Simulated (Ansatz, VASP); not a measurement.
## ZrOs in VASP and in Ansatz

Contents of INCAR:

```
SYSTEM = ZrOs
  PREC = Accurate
  ENCUT = 520
  EDIFF = 1E-7
  ISMEAR = -1
  SIGMA = 0.05
  LREAL = .False.
  LASPH = .True.
  NELM = 80
  ALGO = Normal
  ISIF = 2
  LWAVE = .False.
  LCHARG = .True.
  LELF = .True.
  LVHAR = .True.
  NBANDS = 17
```

The input KPOINTS:

```
Automatic mesh
0
Gamma
  11 11 11
  0 0 0
```

Contents of POSCAR:

```
ZrOs
1.0
    2.7521207869      0.0000000000      0.0000000000
    0.0000000000      2.7521207869      0.0000000000
    0.0000000000      0.0000000000      2.7521207869
Zr Os
1 1
Direct
    0.5000000000      0.5000000000      0.5000000000
    0.0000000000      0.0000000000      0.0000000000
```

Input for Ansatz:

```yaml
crystal:
  lattice:
    - [2.7521207869, 0.0, 0.0]
    - [0.0, 2.7521207869, 0.0]
    - [0.0, 0.0, 2.7521207869]
  atoms:
    - { symbol: Zr, position: [0.5, 0.5, 0.5] }
    - { symbol: Os, position: [0.0, 0.0, 0.0] }
kpoints:
  mp_grid: { grid: [11, 11, 11] }
  band_path:
    path:
      - [0.0, 0.0, 0.0]
      - [0.0, 0.5, 0.0]
      - [0.5, 0.5, 0.0]
      - [0.0, 0.0, 0.0]
      - [0.5, 0.5, 0.5]
      - [0.0, 0.5, 0.0]
      - [0.5, 0.5, 0.5]
      - [0.5, 0.5, 0.0]
    npoints: 6
scf:
  occupations: { method: fermi_dirac, width: 0.05 }
hamiltonian:
  xc: lda
  pseudopotentials: { kind: all_electron, lapw: { basis_error: 0.001 } }
output:
  forces: true
  stress: true
  eigenvalues: true
  populations: true
```

Change from the starting cell: volume scaled by 0.6, LAPW.

Alike in both runs: task single point; functional LDA; k mesh 11 × 11 × 11; occupations fermi-dirac, width 0.05 eV; no spin polarisation.

```csv
,VASP,Ansatz
version,VASP 6.6.1,Ansatz 0.2.0
potentials or method,"VASP PAW LDA potentials, release 64 (Zr_sv, Os), cutoff 520 eV","all-electron LAPW, scalar-relativistic"
```

Ansatz gave:

```
pressure (GPa) : 293.2
```

**Question.** Estimate VASP's values.

**Answer.** Pressure (GPa): 307.7.

LDA's correlation is that of Perdew and Zunger in VASP and of Perdew and Wang (1992) in Ansatz. Both programs put the cell under a high pressure, so it lies far from rest at this level. Ansatz ran all-electron here, and VASP with PAW potentials.

Spin-orbit coupling is off throughout. Noted on VASP's run: the cell as given lies far from equilibrium.
